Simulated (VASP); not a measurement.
Here is a VASP 6.6.1 calculation.

POSCAR

```
Cu
1.0
    2.5425439900      0.0000000000      0.0000000000
   -1.2712714933      2.2019073067      0.0000000000
    0.0000000000      0.0000000000      4.0852903390
Cu
2
Direct
    0.3333333333      0.6666666667      0.2500000000
    0.6666666667      0.3333333333      0.7500000000
```

INCAR.step1

```
SYSTEM = Cu
PREC     = Accurate       ! precision mode
ENCUT    = 520            ! plane-wave cutoff, eV
ISMEAR   = -1             ! smearing method
SIGMA    = 0.1            ! smearing width, eV
LREAL    = .FALSE.        ! projectors in reciprocal space
LASPH    = .TRUE.         ! aspherical terms in the spheres
NELM     = 80             ! most SCF steps
NBANDS   = 18             ! bands
GGA      = PE             ! functional
ALGO     = Normal         ! electronic algorithm
EDIFF    = 1E-4           ! SCF threshold, eV
LWAVE    = .TRUE.         ! write WAVECAR
LCHARG   = .FALSE.        ! write CHGCAR
```

INCAR.step2

```
SYSTEM = Cu
PREC     = Accurate       ! precision mode
ENCUT    = 520            ! plane-wave cutoff, eV
EDIFF    = 1E-7           ! SCF threshold, eV
ISMEAR   = -1             ! smearing method
SIGMA    = 0.1            ! smearing width, eV
LREAL    = .FALSE.        ! projectors in reciprocal space
LASPH    = .TRUE.         ! aspherical terms in the spheres
NELM     = 80             ! most SCF steps
ALGO     = Normal         ! electronic algorithm
ISIF     = 2              ! what is computed and relaxed
LWAVE    = .FALSE.        ! write WAVECAR
LCHARG   = .TRUE.         ! write CHGCAR
METAGGA  = R2SCAN         ! meta-GGA
LMIXTAU  = .TRUE.       
LELF     = .TRUE.         ! ELF
LVHAR    = .TRUE.       
NBANDS   = 18             ! bands
ISTART   = 1
```

KPOINTS

```
regular mesh
0
G
  16 16 9
  0 0 0
```

Potentials or basis: VASP PAW PBE potentials, release 64 (Cu).

The run is started by

```console
$ cat potpaw_PBE.64/Cu/POTCAR > POTCAR
$ cp INCAR.step1 INCAR
$ mpirun -np 1 vasp_std > vasp.out
$ cp INCAR.step2 INCAR
$ mpirun -np 1 vasp_std > vasp.out
```

Problem. Predict the band gap on the k mesh.

Solution. Zero (band 11 reaches 11.28 eV, above the bottom of band 12 at 5.76 eV).

Problem. Estimate the pressure.

Solution. 1.0 GPa.

Stress tensor (GPa, compression positive):
```
-0.02  0.00  0.00
 0.00 -0.02  0.00
 0.00  0.00  3.05
```

Caveat: the PAW data sets were made with another functional, which shifts forces and pressure a little.
